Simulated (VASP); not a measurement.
# WC (Fm-3m) in VASP: settings compared, part 2 of 2

VASP 6.6.1. Earlier steps stand in the parts before.

## 3. Relaxation of cell and atoms, BLYP+D3(BJ)

INCAR reads:

```
  PREC = Accurate
  ENCUT = 600
  EDIFF = 1E-7
  ISMEAR = 1
  SIGMA = 0.2
  LREAL = False
  LASPH = True
  NELM = 100
  ALGO = Normal
  ISIF = 3
  LWAVE = False
  LCHARG = False
  GGA = B5
  ALDAX = 1.0
  AGGAX = 1.0
  AGGAC = 1.0
  ALDAC = 0.0
  IVDW = 12
  VDW_S6 = 1.0
  VDW_S8 = 2.6996
  VDW_A1 = 0.4298
  VDW_A2 = 4.2359
  IBRION = 2
  NSW = 80
  EDIFFG = -0.1
```

KPOINTS reads:

```
Automatic mesh
0
Gamma
  11 11 11
```

POSCAR reads:

```
WC
1.0
    0.0000000000      2.1926840000      2.1926840000
    2.1926840000      0.0000000000      2.1926840000
    2.1926840000      2.1926840000      0.0000000000
W C
1 1
Direct
    0.0000000000      0.0000000000      0.0000000000
    0.5000000000      0.5000000000      0.5000000000
```

Potentials or basis: VASP PAW PBE potentials, release 64 (W_sv, C).

On the command line:

```console
cat potpaw_PBE.64/W_sv/POTCAR potpaw_PBE.64/C/POTCAR > POTCAR
mpirun -np 1 vasp_std > vasp.out
```

OUTCAR:

```text
PREC = Accurate
   ENCUT = 600
   EDIFF = 1E-7
   ISMEAR = 1
   LREAL = False
   LASPH = True
   NELM = 100
   ISIF = 3
   GGA = B5
   IVDW = 12
   IBRION = 2
   NSW = 80
   EDIFFG = -0.1
 IVDW          = 12

 ion  position               nearest neighbor table
   1  0.000  0.000  0.000-   2 2.19   2 2.19   2 2.19   2 2.19   2 2.19   2 2.19
   2  0.500  0.500  0.500-   1 2.19   1 2.19   1 2.19   1 2.19   1 2.19   1 2.19

  LATTYP: Found a face centered cubic cell.
 ALAT       =     4.3853680000

  Lattice vectors:

 A1 = (   0.0000000000,   2.1926840000,   2.1926840000)
 A2 = (   2.1926840000,   0.0000000000,   2.1926840000)
 A3 = (   2.1926840000,   2.1926840000,   0.0000000000)

Analysis of symmetry for initial positions (statically):
=====================================================================
 Subroutine PRICEL returns:
 Original cell was already a primitive cell.

 Routine SETGRP: Setting up the symmetry group for a
 face centered cubic supercell.

 Subroutine GETGRP returns: Found 48 space group operations
 (whereof 48 operations were pure point group operations)
 out of a pool of 48 trial point group operations.

The static configuration has the point symmetry O_h .

Analysis of symmetry for dynamics (positions and initial velocities):
=====================================================================
 Subroutine PRICEL returns:
 Original cell was already a primitive cell.

 Routine SETGRP: Setting up the symmetry group for a
 face centered cubic supercell.

 Subroutine GETGRP returns: Found 48 space group operations
 (whereof 48 operations were pure point group operations)
 out of a pool of 48 trial point group operations.

The dynamic configuration has the point symmetry O_h .

 Subroutine INISYM returns: Found 48 space group operations
 (whereof 48 operations are pure point group operations),
 and found     1 'primitive' translations

----------------------------------------------------------------------------------------

                                     Primitive cell

  volume of cell :      21.0842

  direct lattice vectors                    reciprocal lattice vectors
     0.000000000  2.192684000  2.192684000    -0.228031034  0.228031034  0.228031034
     2.192684000  0.000000000  2.192684000     0.228031034 -0.228031034  0.228031034
     2.192684000  2.192684000  0.000000000     0.228031034  0.228031034 -0.228031034

  length of vectors
     3.100923451  3.100923451  3.100923451     0.394961337  0.394961337  0.394961337

  position of ions in fractional coordinates (direct lattice)
     0.000000000  0.000000000  0.000000000
     0.500000000  0.500000000  0.500000000

  ion indices of the primitive-cell ions
   primitive index   ion index
                 1           1
                 2           2

----------------------------------------------------------------------------------------

 KPOINTS: Automatic mesh

Automatic generation of k-mesh.
 Grid dimensions read from file:
 generate k-points for:   11   11   11

 Generating k-lattice:

  Cartesian coordinates                     Fractional coordinates (reciprocal lattice)
    -0.020730094  0.020730094  0.020730094     0.090909091  0.000000000  0.000000000
     0.020730094 -0.020730094  0.020730094     0.000000000  0.090909091  0.000000000
     0.020730094  0.020730094 -0.020730094     0.000000000  0.000000000  0.090909091

  Length of vectors
     0.035905576  0.035905576  0.035905576

  Shift w.r.t. Gamma in fractional coordinates (k-lattice)
     0.000000000  0.000000000  0.000000000

 Subroutine IBZKPT returns following result:
 ===========================================

 Found     56 irreducible k-points:

 Following reciprocal coordinates:
            Coordinates               Weight
  0.000000  0.000000  0.000000      1.000000
  0.090909  0.000000  0.000000      8.000000
  0.181818  0.000000  0.000000      8.000000
  0.272727  0.000000  0.000000      8.000000
  0.363636  0.000000  0.000000      8.000000
  0.454545  0.000000  0.000000      8.000000
[... 16 lines left out ...]
 -0.272727  0.181818  0.000000     24.000000
 -0.181818  0.181818  0.000000     12.000000
 [... further k-points ...]
   k-points           NKPTS =     56   k-points in BZ     NKDIM =     56   number of bands    NBANDS=     13
   number of dos      NEDOS =    301   number of ions     NIONS =      2
   total plane-waves  NPLWV =  21952
   dimension x,y,z NGX =    28 NGY =   28 NGZ =   28
   dimension x,y,z NGXF=    56 NGYF=   56 NGZF=   56
   ions per type =               1   1
   NGX,Y,Z   is equivalent  to a cutoff of  15.01, 15.01, 15.01 a.u.
   NGXF,Y,Z  is equivalent  to a cutoff of  30.02, 30.02, 30.02 a.u.
 SYSTEM =  unknown system
   PREC   = accura    normal or accurate (medium, high low for compatibility)
   ISTART =      0    job   : 0-new  1-cont  2-samecut
   ICHARG =      2    charge: 1-file 2-atom 10-const
   ISPIN  =      1    spin polarized calculation?
   LNONCOLLINEAR =      F non collinear calculations
   LSORBIT =      F    spin-orbit coupling
   LASPH  =      T    aspherical Exc in radial PAW
   ENCUT  =  600.0 eV  44.10 Ry    6.64 a.u.   6.19  6.19  6.19*2*pi/ulx,y,z
   NELM   =    100;   NELMIN=  2; NELMDL= -5     # of ELM steps
   EDIFF  = 0.1E-06   stopping-criterion for ELM
   LREAL  =      F    real-space projection
   EDIFFG = -.1E+00   stopping-criterion for IOM
   NSW    =     80    number of steps for IOM
   IBRION =      2    ionic relax: 0-MD 1-quasi-New 2-CG
   NFREE  =      1    steps in history (QN), initial steepest desc. (CG)
   ISIF   =      3    stress and relaxation
   ISYM   =      2    0-nonsym 1-usesym 2-fastsym
   POTIM  = 0.5000    time-step for ionic-motion
   TEBEG  =    0.0;   TEEND  =   0.0 temperature during run
   PSTRESS=    0.0 pullay stress
   NELECT =      18.0000    total number of electrons
   NUPDOWN=      -1.0000    fix difference up-down
   EMIN   =  10.00;   EMAX   =-10.00  energy-range for DOS
   EFERMI =   0.00;   METHOD = LEGACY
   ISMEAR =     1;   SIGMA  =   0.20  broadening in eV -4-tet -1-fermi 0-gaus
   EFERMI_NEDOS =   21; number of points for ismear=-14 and -15
   IALGO  =     38    algorithm
   IMIX   =      4    mixing-type and parameters
     AMIX     =   0.40;   BMIX     =  1.00
     AMIX_MAG =   1.60;   BMIX_MAG =  1.00
  volume/ion in A,a.u.               =      10.54        71.14
  Fermi-wavevector in a.u.,A,eV,Ry     =   1.553029  2.934800 32.815887  2.411900
  Thomas-Fermi vector in A             =   2.657319
   LORBIT       =      0    0 simple, 1 ext, 2 COOP (PROOUT), +10 PAW based schemes
   GGA     = B5    functional components
   LHFCALC =     F    Hartree Fock is set to
   AEXX    =    0.0000 exact exchange contribution
   IVDW    =    12    specifies the selected vdW correction
   LEPSILON=     F    determine dielectric tensor
   LRPA    =     F    only Hartree local field effects (RPA)
 conjugate gradient relaxation of ions
 non-spin polarized calculation
 Methfessel and Paxton  Order N= 1 SIGMA  =   0.20
  energy-cutoff  :      600.00
  volume of cell :       21.08
 maximum number of plane-waves:       725
 NGX is ok and might be reduce to    28
   NGX = 13   NGY = 13   NGZ = 13

--------------------------------------- Ionic step        1  -------------------------------------------

 number of electron      18.0000001 magnetization

 Free energy of the ion-electron system (eV)
  ---------------------------------------------------
  ext. energy  EPLUGINS =         0.00000000
  ---------------------------------------------------
  free energy    TOTEN  =       -19.10703590 eV

  energy without entropy =      -19.10169733  energy(sigma->0) =      -19.10525638

------------------------ aborting loop because EDIFF is reached ----------------------------------------

 Edisp (eV)   -2.11400

 E8    (eV) :    -1.5881
[... 71 lines left out ...]
--------------------------------------- Ionic step        3  -------------------------------------------

 number of electron      18.0000002 magnetization

 Free energy of the ion-electron system (eV)
  ---------------------------------------------------
  ext. energy  EPLUGINS =         0.00000000
  ---------------------------------------------------
  free energy    TOTEN  =       -19.09026606 eV

  energy without entropy =      -19.08501562  energy(sigma->0) =      -19.08851591

 E-fermi :  13.0191     XC(G=0): -13.0514

 val. band max:       13.0190523865   @ k =   0.2727   0.2727   0.0000
 cond. band min:      13.0402429217   @ k =   0.4545   0.0909   0.0000
 fundamental gap:      0.0211905352
 Fermi energy:        13.0190941774

 k-point     1 :       0.0000    0.0000    0.0000
  band No.  band energies     occupation
      1     -62.0168      2.00000
      2     -26.2712      2.00000
      3     -26.2712      2.00000
      4     -26.2712      2.00000
      5      -2.6611      2.00000
      6      10.2860      2.00000
      7      10.2860      2.00000
      8      10.2860      2.00000
      9      11.9244      2.00000
     10      11.9244      2.00000
     11      11.9244      2.00000
     12      12.0695      2.00000
     13      12.0695      2.00000
[... 354 lines left out ...]
  band No.  band energies     occupation
      1     -61.9905      2.00000
      2     -26.6056      2.00000
      3     -26.4084      2.00000
      4     -26.3008      2.00000
      5      -0.5419      2.00000
      6       6.1762      2.00000
      7       7.2938      2.00000
      8       7.7446      2.00000
      9      11.5693      2.00000
     10      13.5798     -0.00054
     11      14.2277     -0.00000
     12      15.5648     -0.00000
     13      19.9711      0.00000

 [... further k-points ...]

------------------------ aborting loop because EDIFF is reached ----------------------------------------

 Edisp (eV)   -2.13238

 E8    (eV) :    -1.6020
[... 25 lines left out ...]
  FREE ENERGIE OF THE ION-ELECTRON SYSTEM (eV)
  ---------------------------------------------------
  free  energy   TOTEN  =       -21.2226478998 eV

  energy  without entropy=      -21.2173974527  energy(sigma->0) =      -21.22089775

 reached required accuracy - stopping structural energy minimisation
```

It took 92 s on 1 thread of Intel Xeon 8259CL, shared host; peak memory 0.18 GiB.

What came out:

* Free energy: -21.2226 eV
* Relaxed volume: 10.46 Å³/atom
* Relaxed cell: a = 3.092 Å, b = 3.092 Å, c = 3.092 Å, α = 60.00°, β = 60.00°, γ = 60.00°
* Space group after relaxing (to 0.1 Å): Fm-3m (No. 225)
* Energy gained by relaxing: 0.8 meV/atom
* Ionic steps: 3
* Pressure after relaxing: 0.0 GPa
* Dispersion energy per atom: -1.066 eV

Step by step:
| step | energy change (eV) | largest force (eV/Å) | pressure (GPa) | volume (Å³) |
| --- | --- | --- | --- | --- |
| 1 | 0.0000 | 0.0000 | -2.95 | 21.08 |
| 2 | 0.0080 | 0.0000 | 7.62 | 20.50 |
| 3 | -0.0016 | 0.0000 | -0.01 | 20.91 |

Final structure:
```
W C
1.0
     0.00000    2.18670    2.18670
     2.18670    0.00000    2.18670
     2.18670    2.18670    0.00000
W C
1 1
Direct
  0.00000 0.00000 0.00000
  0.50000 0.50000 0.50000
```

Levels at points of the mesh, in eV from the Fermi level:
```csv
k point,band 7,band 8,band 9,band 10,band 11,band 12
"(0.00, 0.00, 0.00)",-2.73,-2.73,-1.09,-1.09,-1.09,-0.95
```

Caveat: the highest band is partly filled, so the run has too few bands; the PAW data sets were made with another functional, which shifts forces and pressure a little; spin-orbit coupling is left out, which moves the levels of the heavy elements.

## 4. Relaxation of cell and atoms, PBEsol

INCAR reads:

```
SYSTEM = WC
ALGO = Normal ; EDIFF = 1E-6
EDIFFG = -0.1 ; ENCUT = 600
GGA = PS ; IBRION = 2
ISIF = 3 ; ISMEAR = 1
LASPH = .True. ; LCHARG = .False.
LREAL = .False. ; LWAVE = .False.
NELM = 80 ; NSW = 80
PREC = Accurate ; SIGMA = 0.2
```

KPOINTS reads:

```
k-points
0
Gamma
  11 11 11
  0 0 0
```

POSCAR is that of step 3.

Potentials or basis: VASP PAW PBE potentials, release 64 (W_sv, C).

On the command line:

```console
cat potpaw_PBE.64/W_sv/POTCAR potpaw_PBE.64/C/POTCAR > POTCAR
mpirun -np 1 vasp_std > vasp.out
```

OUTCAR:

```text
SYSTEM = WC
   EDIFF = 1E-6
   EDIFFG = -0.1
   ENCUT = 600
   GGA = PS
   IBRION = 2
   ISIF = 3
   ISMEAR = 1
   LASPH = .True.
   LREAL = .False.
   NELM = 80
   NSW = 80
   PREC = Accurate

 ion  position               nearest neighbor table
   1  0.000  0.000  0.000-   2 2.19   2 2.19   2 2.19   2 2.19   2 2.19   2 2.19
   2  0.500  0.500  0.500-   1 2.19   1 2.19   1 2.19   1 2.19   1 2.19   1 2.19

  LATTYP: Found a face centered cubic cell.
 ALAT       =     4.3853680000

  Lattice vectors:

 A1 = (   0.0000000000,   2.1926840000,   2.1926840000)
 A2 = (   2.1926840000,   0.0000000000,   2.1926840000)
 A3 = (   2.1926840000,   2.1926840000,   0.0000000000)

Analysis of symmetry for initial positions (statically):
=====================================================================
 Subroutine PRICEL returns:
 Original cell was already a primitive cell.

 Routine SETGRP: Setting up the symmetry group for a
 face centered cubic supercell.

 Subroutine GETGRP returns: Found 48 space group operations
 (whereof 48 operations were pure point group operations)
 out of a pool of 48 trial point group operations.

The static configuration has the point symmetry O_h .

Analysis of symmetry for dynamics (positions and initial velocities):
=====================================================================
 Subroutine PRICEL returns:
 Original cell was already a primitive cell.

 Routine SETGRP: Setting up the symmetry group for a
 face centered cubic supercell.

 Subroutine GETGRP returns: Found 48 space group operations
 (whereof 48 operations were pure point group operations)
 out of a pool of 48 trial point group operations.

The dynamic configuration has the point symmetry O_h .

 Subroutine INISYM returns: Found 48 space group operations
 (whereof 48 operations are pure point group operations),
 and found     1 'primitive' translations

----------------------------------------------------------------------------------------

[... 135 lines left out ...]

 Free energy of the ion-electron system (eV)
  ---------------------------------------------------
  ext. energy  EPLUGINS =         0.00000000
  ---------------------------------------------------
  free energy    TOTEN  =       -22.97028917 eV

  energy without entropy =      -22.96539310  energy(sigma->0) =      -22.96865715

------------------------ aborting loop because EDIFF is reached ----------------------------------------

  FORCE on cell =-STRESS in cart. coord.  units (eV):
  Direction    XX          YY          ZZ          XY          YZ          ZX
  --------------------------------------------------------------------------------------
  -------------------------------------------------------------------------------------
  Total       -1.1930591     -1.1930591     -1.1930591     -0.0000000     -0.0000000     -0.0000000
  in kB      -90.6597224    -90.6597224    -90.6597224     -0.0000000     -0.0000000     -0.0000000
  external PRESSURE =     -90.6597224 kB  Pullay stress =       0.0000000 kB
[... 59 lines left out ...]
--------------------------------------- Ionic step        3  -------------------------------------------

 number of electron      18.0000001 magnetization

 Free energy of the ion-electron system (eV)
  ---------------------------------------------------
  ext. energy  EPLUGINS =         0.00000000
  ---------------------------------------------------
  free energy    TOTEN  =       -22.98503803 eV

  energy without entropy =      -22.98034552  energy(sigma->0) =      -22.98347386

 E-fermi :  12.6164     XC(G=0): -13.9749

 val. band max:       12.5992768497   @ k =  -0.2727   0.4545   0.1818
 cond. band min:      12.6174706586   @ k =   0.2727   0.2727   0.0000
 fundamental gap:      0.0181938089
 Fermi energy:        12.6163924116

 k-point     1 :       0.0000    0.0000    0.0000
  band No.  band energies     occupation
      1     -62.7380      2.00000
      2     -26.7324      2.00000
      3     -26.7324      2.00000
      4     -26.7324      2.00000
      5      -3.3692      2.00000
      6       9.7670      2.00000
      7       9.7670      2.00000
      8       9.7670      2.00000
      9      11.5482      2.00000
     10      11.5482      2.00000
     11      11.5482      2.00000
     12      11.6234      2.00000
     13      11.6234      2.00000
[... 354 lines left out ...]
  band No.  band energies     occupation
      1     -62.7102      2.00000
      2     -27.0891      2.00000
      3     -26.8786      2.00000
      4     -26.7638      2.00000
      5      -1.1598      2.00000
      6       5.6037      2.00000
      7       6.7771      2.00000
      8       7.1234      2.00000
      9      11.1048      2.00000
     10      13.2176     -0.00018
     11      13.8828     -0.00000
     12      15.2473     -0.00000
     13      19.8114      0.00000

 [... further k-points ...]

------------------------ aborting loop because EDIFF is reached ----------------------------------------

  FORCE on cell =-STRESS in cart. coord.  units (eV):
  Direction    XX          YY          ZZ          XY          YZ          ZX
  --------------------------------------------------------------------------------------
  -------------------------------------------------------------------------------------
  Total       -0.0263188     -0.0263188     -0.0263188      0.0000000     -0.0000000      0.0000000
  in kB       -2.0483921     -2.0483921     -2.0483921      0.0000000     -0.0000000      0.0000000
  external PRESSURE =      -2.0483921 kB  Pullay stress =       0.0000000 kB
[... 17 lines left out ...]
  FREE ENERGIE OF THE ION-ELECTRON SYSTEM (eV)
  ---------------------------------------------------
  free  energy   TOTEN  =       -22.9850380263 eV

  energy  without entropy=      -22.9803455217  energy(sigma->0) =      -22.98347386

 reached required accuracy - stopping structural energy minimisation
```

Run time: 57 s. Hardware: 1 thread of Intel Xeon 8259CL, shared host; peak memory 0.18 GiB.

Results:

- Free energy: -22.9850 eV
- Relaxed volume: 10.29 Å³/atom
- Relaxed cell: a = 3.076 Å, b = 3.076 Å, c = 3.076 Å, α = 60.00°, β = 60.00°, γ = 60.00°
- Space group after relaxing (to 0.1 Å): Fm-3m (No. 225)
- Energy gained by relaxing: 7.4 meV/atom
- Ionic steps: 3
- Pressure after relaxing: -0.2 GPa

Step by step:
```
step  energy change (eV)  largest force (eV/Å)  pressure (GPa)  volume (Å³)
   1              0.0000                0.0000           -9.07        21.08
   2              0.0897                0.0000           28.16        19.32
   3             -0.0147                0.0000           -0.20        20.59
```

Final structure:
```
W C
1.0
     0.00000    2.17526    2.17526
     2.17526    0.00000    2.17526
     2.17526    2.17526    0.00000
W C
1 1
Direct
  0.00000 0.00000 0.00000
  0.50000 0.50000 0.50000
```

Levels at points of the mesh, in eV from the Fermi level:
```tsv
k point	band 5	band 6	band 7	band 8	band 9	band 10	band 11	band 12	band 13
(0.00, 0.00, 0.00)	-15.99	-2.85	-2.85	-2.85	-1.07	-1.07	-1.07	-0.99	-0.99
```

Caveat: the highest band is partly filled, so the run has too few bands; the PAW data sets were made with another functional, which shifts forces and pressure a little; spin-orbit coupling is left out, which moves the levels of the heavy elements.

## 5. Overview

| level | pressure (GPa) | relaxed volume (Å³/atom) |
| --- | --- | --- |
| PBEsol+D3(BJ) | -0.7 | - |
| BLYP+D3(BJ) | 0.0 | 10.46 |
| PBEsol | -0.2 | 10.29 |

Alike in all rows: task relaxation of cell and atoms; potentials or basis VASP PAW PBE potentials, release 64 (W_sv, C); no spin polarisation; cell relaxed; k mesh 11 × 11 × 11; cutoff (eV) 600; smearing methfessel-paxton 0.2 eV.

Caveats: the highest band is partly filled, so the run has too few bands; the PAW data sets were made with another functional, which shifts forces and pressure a little; spin-orbit coupling is left out, which moves the levels of the heavy elements.

Absolute energies hang on the potentials; compare differences alone.
